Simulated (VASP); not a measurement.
# AlNi (Cmmm) in VASP: notebook, part 2 of 2

VASP 6.6.1.

**3. Single point, r2SCAN**

POSCAR

```
AlNi
1.0
    1.9386940000     -1.9531901500      0.0000000000
    1.9386940000      1.9531901500      0.0000000000
    0.0000000000      0.0000000000      3.0994300413
Al Ni
1 1
Direct
    0.0000000000      0.0000000000      0.0000000000
    0.5000000000      0.5000000000      0.5000000000
```

INCAR.step1

```
ALGO = Normal
EDIFF = 1E-4
ENCUT = 520
GGA = PE
ISMEAR = 1
LASPH = True
LCHARG = False
LREAL = False
LWAVE = True
NBANDS = 14
NELM = 80
PREC = Accurate
SIGMA = 0.01
```

INCAR.step2

```
ALGO = Normal
EDIFF = 1E-6
ENCUT = 520
ISIF = 2
ISMEAR = 1
ISTART = 1
LASPH = True
LCHARG = False
LMIXTAU = True
LREAL = False
LWAVE = False
METAGGA = R2SCAN
NBANDS = 14
NELM = 80
PREC = Accurate
SIGMA = 0.01
```

KPOINTS

```
k-points
0
Gamma
  16 16 14
```

Potentials or basis: VASP PAW PBE potentials, release 64 (Al, Ni).

Started as:

```
$ cat potpaw_PBE.64/Al/POTCAR potpaw_PBE.64/Ni/POTCAR > POTCAR
$ cp INCAR.step1 INCAR
$ mpirun -np 1 vasp_std > vasp.out
$ cp INCAR.step2 INCAR
$ mpirun -np 1 vasp_std > vasp.out
```

OUTCAR:

```text
EDIFF = 1E-6
   ENCUT = 520
   ISIF = 2
   ISMEAR = 1
   ISTART = 1
   LASPH = True
   LREAL = False
   METAGGA = R2SCAN
   NELM = 80
   PREC = Accurate

 ion  position               nearest neighbor table
   1  0.000  0.000  0.000-   2 2.48   2 2.48   2 2.48   2 2.48   2 2.49   2 2.49   2 2.49   2 2.49

   2  0.500  0.500  0.500-   1 2.48   1 2.48   1 2.48   1 2.48   1 2.49   1 2.49   1 2.49   1 2.49

  LATTYP: Found a base centered orthorhombic cell.
 ALAT       =     3.8773880000
 B/A-ratio  =     1.0074772759
 C/A-ratio  =     0.7993603017

  Lattice vectors:

 A1 = (   1.9386940000,  -1.9531901500,   0.0000000000)
 A2 = (   1.9386940000,   1.9531901500,   0.0000000000)
 A3 = (   0.0000000000,   0.0000000000,   3.0994300413)

Analysis of symmetry for initial positions (statically):
=====================================================================
 Subroutine PRICEL returns:
 Original cell was already a primitive cell.

 Routine SETGRP: Setting up the symmetry group for a
 base centered orthorhombic supercell.

 Subroutine GETGRP returns: Found  8 space group operations
 (whereof  8 operations were pure point group operations)
 out of a pool of  8 trial point group operations.

The static configuration has the point symmetry D_2h.

Analysis of symmetry for dynamics (positions and initial velocities):
=====================================================================
 Subroutine PRICEL returns:
 Original cell was already a primitive cell.

 Routine SETGRP: Setting up the symmetry group for a
 base centered orthorhombic supercell.

 Subroutine GETGRP returns: Found  8 space group operations
 (whereof  8 operations were pure point group operations)
 out of a pool of  8 trial point group operations.

The dynamic configuration has the point symmetry D_2h.

 Subroutine INISYM returns: Found  8 space group operations
 (whereof  8 operations are pure point group operations),
 and found     1 'primitive' translations
[... 122 lines left out ...]
   AEXX    =    0.0000 exact exchange contribution
   IVDW    =     0    specifies the selected vdW correction
   LEPSILON=     F    determine dielectric tensor
   LRPA    =     F    only Hartree local field effects (RPA)
 non-spin polarized calculation
 Methfessel and Paxton  Order N= 1 SIGMA  =   0.01
  energy-cutoff  :      520.00
  volume of cell :       23.47
 maximum number of plane-waves:       646
   NGX = 11   NGY = 11   NGZ = 11

 number of electron      13.0000022 magnetization

 Free energy of the ion-electron system (eV)
  ---------------------------------------------------
  ext. energy  EPLUGINS =         0.00000000
  ---------------------------------------------------
  free energy    TOTEN  =       -20.01987054 eV

  energy without entropy =      -20.01986233  energy(sigma->0) =      -20.01986780

 E-fermi :  10.1653     XC(G=0): -13.1120

 val. band max:       10.1641501508   @ k =   0.3125   0.1875   0.3571
 cond. band min:      10.1672537202   @ k =   0.4375   0.3125   0.2143
 fundamental gap:      0.0031035694
 Fermi energy:        10.1653033179

 k-point     1 :       0.0000    0.0000    0.0000
  band No.  band energies     occupation
      1      -1.7339      2.00000
      2       6.5632      2.00000
      3       6.7640      2.00000
      4       8.4165      2.00000
      5       8.4352      2.00000
      6       8.6781      2.00000
      7      13.2879      0.00000
      8      17.5436      0.00000
      9      17.6742      0.00000
     10      17.7187      0.00000
     11      19.1139      0.00000
     12      26.0401      0.00000
     13      31.6187      0.00000
     14      31.6324      0.00000
[... 377 lines left out ...]
      1      -1.5695      2.00000
      2       6.6067      2.00000
      3       6.7810      2.00000
      4       8.3577      2.00000
      5       8.3857      2.00000
      6       8.6116      2.00000
      7      13.5412      0.00000
      8      16.2376      0.00000
      9      16.7546      0.00000
     10      18.1708      0.00000
     11      20.8176      0.00000
     12      26.7167      0.00000
     13      30.2748      0.00000
     14      30.6886      0.00000

 [... further k-points ...]

------------------------ aborting loop because EDIFF is reached ----------------------------------------

  FORCE on cell =-STRESS in cart. coord.  units (eV):
  Direction    XX          YY          ZZ          XY          YZ          ZX
  --------------------------------------------------------------------------------------
  -------------------------------------------------------------------------------------
  Total        0.5370576      0.2673905     -0.6503618      0.0000000      0.0000000      0.0000000
  in kB       36.6577518     18.2511822    -44.3915181      0.0000000      0.0000000      0.0000000
  external PRESSURE =       3.5058053 kB  Pullay stress =       0.0000000 kB

 VOLUME and BASIS-vectors are now :
 -----------------------------------------------------------------------------
  energy-cutoff  :      520.00
  volume of cell :       23.47
      direct lattice vectors                 reciprocal lattice vectors
     1.938694000 -1.953190150  0.000000000     0.257905580 -0.255991461  0.000000000
     1.938694000  1.953190150  0.000000000     0.257905580  0.255991461  0.000000000
     0.000000000  0.000000000  3.099430041     0.000000000  0.000000000  0.322639965

 POSITION                                       TOTAL-FORCE (eV/Angst)
 -----------------------------------------------------------------------------------
      0.00000      0.00000      0.00000         0.000000     -0.000000      0.000000
      1.93869      0.00000      1.54972         0.000000      0.000000      0.000000
 -----------------------------------------------------------------------------------
    total drift:                                0.000000      0.000000      0.000000

  FREE ENERGIE OF THE ION-ELECTRON SYSTEM (eV)
  ---------------------------------------------------
  free  energy   TOTEN  =       -20.0198705394 eV

  energy  without entropy=      -20.0198623339  energy(sigma->0) =      -20.01986780
```

OUTCAR.step1:

```text
EDIFF = 1E-4
   ENCUT = 520
   GGA = PE
   ISMEAR = 1
   LASPH = True
[... 631 lines left out ...]
 -----------------------------------------------------------------------------------
      0.00000      0.00000      0.00000         0.000000      0.000000      0.000000
      1.93869      0.00000      1.54972        -0.000000     -0.000000      0.000000
 -----------------------------------------------------------------------------------
    total drift:                                0.000000      0.000000      0.000000

  FREE ENERGIE OF THE ION-ELECTRON SYSTEM (eV)
  ---------------------------------------------------
  free  energy   TOTEN  =       -10.4818284717 eV

  energy  without entropy=      -10.4818358281  energy(sigma->0) =      -10.48183092
```

OSZICAR.step1:

```text
N       E                     dE             d eps       ncg     rms          rms(c)
DAV:   1     0.405115193715E+02    0.40512E+02   -0.54162E+03 16630   0.979E+02
DAV:   2    -0.102320658747E+02   -0.50744E+02   -0.45753E+02 17492   0.180E+02
DAV:   3    -0.119698353371E+02   -0.17378E+01   -0.17227E+01 20752   0.368E+01
DAV:   4    -0.119928384814E+02   -0.23003E-01   -0.22997E-01 19164   0.387E+00
DAV:   5    -0.119935243925E+02   -0.68591E-03   -0.68590E-03 21020   0.728E-01    0.124E+01
DAV:   6    -0.140890851125E+02   -0.20956E+01   -0.48222E+01 19340   0.977E+01    0.163E+01
DAV:   7    -0.105145453964E+02    0.35745E+01   -0.14144E+01 19620   0.579E+01    0.109E+00
DAV:   8    -0.104962141346E+02    0.18331E-01   -0.32294E-01 20340   0.618E+00    0.101E+00
DAV:   9    -0.104821338203E+02    0.14080E-01   -0.45146E-02 20968   0.276E+00    0.194E-01
DAV:  10    -0.104818423502E+02    0.29147E-03   -0.12367E-03 23320   0.456E-01    0.892E-02
DAV:  11    -0.104818284717E+02    0.13879E-04   -0.57085E-05 11766   0.101E-01
   1 F= -.10481828E+02 E0= -.10481831E+02  d E =0.735649E-05
```

It took 11 min on 1 thread of Intel Xeon 8259CL, shared host; peak memory 0.3 GiB.

Results:

| Quantity | Value |
| --- | --- |
| Free energy | -20.0199 eV |
| Pressure | 0.4 GPa |
| Band gap on the k mesh | zero (an odd number of electrons rules out a gap without spin polarisation) |

Caveat: the stress differs along the axes, from -4 to 4 GPa; the PAW data sets were made with another functional, which shifts forces and pressure a little. Spin polarisation is off, so any magnetic state and its effect on volume and gap are missing.

**4. Single point, r2SCAN**

POSCAR is that of step 3.

INCAR.step1

```
PREC = Accurate
ENCUT = 520
ISMEAR = 1
SIGMA = 0.05
LREAL = F
LASPH = T
NELM = 60
NBANDS = 14
GGA = PE
ALGO = Normal
EDIFF = 1E-4
LWAVE = T
LCHARG = F
```

INCAR.step2

```
PREC = Accurate
ENCUT = 520
EDIFF = 1E-6
ISMEAR = 1
SIGMA = 0.05
LREAL = F
LASPH = T
NELM = 60
ALGO = Normal
ISIF = 2
LWAVE = F
LCHARG = T
METAGGA = R2SCAN
LMIXTAU = T
LELF = T
LVHAR = T
NBANDS = 14
ISTART = 1
```

KPOINTS

```
Automatic mesh
0
Gamma
  16 16 14
```

Started as:

```
$ cat potpaw_PBE.64/Al/POTCAR potpaw_PBE.64/Ni/POTCAR > POTCAR
$ cp INCAR.step1 INCAR
$ mpirun -np 1 vasp_std > vasp.out
$ cp INCAR.step2 INCAR
$ mpirun -np 1 vasp_std > vasp.out
```

Wall time 10 min (1 thread of Intel Xeon 8259CL, shared host); peak memory 0.3 GiB.

The run converged. Its results:

```
Free energy            : -20.0199 eV
Pressure               : 0.3 GPa
Band gap on the k mesh : zero (an odd number of electrons rules out a gap without spin polarisation)
```

Stress tensor (GPa, compression positive):
```
 3.68  0.00  0.00
 0.00  1.93  0.00
 0.00  0.00 -4.59
```

Levels at points of the mesh, in eV from the Fermi level:
```
           k point  band 3  band 4  band 5  band 6  band 7  band 8  band 9  band 10  band 11  band 12
(0.00, 0.00, 0.00)   -3.40   -1.75   -1.73   -1.48    3.13    7.38    7.51     7.56     8.95    15.88
(0.50, 0.00, 0.00)   -2.91   -2.88   -2.22   -1.61   -0.37    8.17    8.27     9.94    12.25    13.56
(0.50, 0.50, 0.00)   -2.64   -2.57   -2.56   -2.51   -0.87    2.31    3.52    11.64    14.27    14.31
(0.00, 0.00, 0.50)   -3.06   -2.20   -2.17   -1.44   -1.32    8.76   11.80    11.84    12.25    12.26
(0.50, 0.00, 0.50)   -3.68   -3.12   -2.14   -2.00   -1.29    1.40    2.37    14.68    16.30    17.16
(0.50, 0.50, 0.50)   -4.35   -1.26   -0.86    1.84    2.11    2.24    4.21     4.30     4.68     5.53
```

Caveat: the stress differs along the axes, from -5 to 4 GPa; the PAW data sets were made with another functional, which shifts forces and pressure a little. Spin polarisation is off, so any magnetic state and its effect on volume and gap are missing.

**5. Single point, r2SCAN**

POSCAR is that of step 4.

INCAR.step1

```
SYSTEM = AlNi
  PREC = Accurate
  ENCUT = 520
  ISMEAR = 1
  SIGMA = 0.1
  LREAL = .FALSE.
  LASPH = .TRUE.
  NELM = 60
  NBANDS = 14
  GGA = PE
  ALGO = Normal
  EDIFF = 1E-4
  LWAVE = .TRUE.
  LCHARG = .FALSE.
```

INCAR.step2

```
SYSTEM = AlNi
  PREC = Accurate
  ENCUT = 520
  EDIFF = 1E-6
  ISMEAR = 1
  SIGMA = 0.1
  LREAL = .FALSE.
  LASPH = .TRUE.
  NELM = 60
  ALGO = Normal
  ISIF = 2
  LWAVE = .FALSE.
  LCHARG = .TRUE.
  METAGGA = R2SCAN
  LMIXTAU = .TRUE.
  LELF = .TRUE.
  LVHAR = .TRUE.
  NBANDS = 14
  ISTART = 1
```

KPOINTS

```
Automatic mesh
0
G
  16 16 14
  0 0 0
```

Started as:

```
$ cat potpaw_PBE.64/Al/POTCAR potpaw_PBE.64/Ni/POTCAR > POTCAR
$ cp INCAR.step1 INCAR
$ mpirun -np 1 vasp_std > vasp.out
$ cp INCAR.step2 INCAR
$ mpirun -np 1 vasp_std > vasp.out
```

Wall time 9.7 min (1 thread of Intel Xeon 8259CL, shared host); peak memory 0.3 GiB.

It converged, with:

```
Free energy            : -20.0200 eV
Pressure               : 0.3 GPa
Band gap on the k mesh : zero (an odd number of electrons rules out a gap without spin polarisation)
```

Stress tensor (GPa, compression positive):
```
 3.57  0.00  0.00
 0.00  1.92  0.00
 0.00  0.00 -4.50
```

Levels at points of the mesh, in eV from the Fermi level:
```csv
k point,band 5,band 6,band 7,band 8,band 9,band 10
"(0.00, 0.00, 0.00)",-1.72,-1.48,3.13,7.39,7.52,7.56
"(0.50, 0.00, 0.00)",-2.21,-1.60,-0.37,8.18,8.28,9.94
"(0.50, 0.50, 0.00)",-2.56,-2.50,-0.86,2.32,3.52,11.65
"(0.00, 0.00, 0.50)",-2.16,-1.43,-1.31,8.77,11.81,11.85
"(0.50, 0.00, 0.50)",-2.14,-2.00,-1.29,1.40,2.38,14.68
"(0.50, 0.50, 0.50)",-0.85,1.85,2.12,2.24,4.21,4.31
```

Caveat: the stress differs along the axes, from -4 to 4 GPa; the PAW data sets were made with another functional, which shifts forces and pressure a little.

**6. Summary**

```tsv
smearing	gap on the mesh (eV)	pressure (GPa)
fermi-dirac 0.3 eV	none	1.1
methfessel-paxton 0.01 eV	none	0.4
methfessel-paxton 0.05 eV	none	0.3
methfessel-paxton 0.1 eV	none	0.3
```

Alike in all rows: task single point; level r2SCAN; potentials or basis VASP PAW PBE potentials, release 64 (Al, Ni); no spin polarisation; cell as given; k mesh 16 × 16 × 14; cutoff (eV) 520.

Caveats: the PAW data sets were made with another functional, which shifts forces and pressure a little; the stress differs along the axes, from -4 to 4 GPa (at least some runs); the stress differs along the axes, from -3 to 4 GPa (at least some runs); so wide a smearing shifts energies and pressures (at least some runs); the stress differs along the axes, from -5 to 4 GPa (at least some runs).

Total energies depend on the potentials used, so only differences within one code and one set of settings carry meaning.
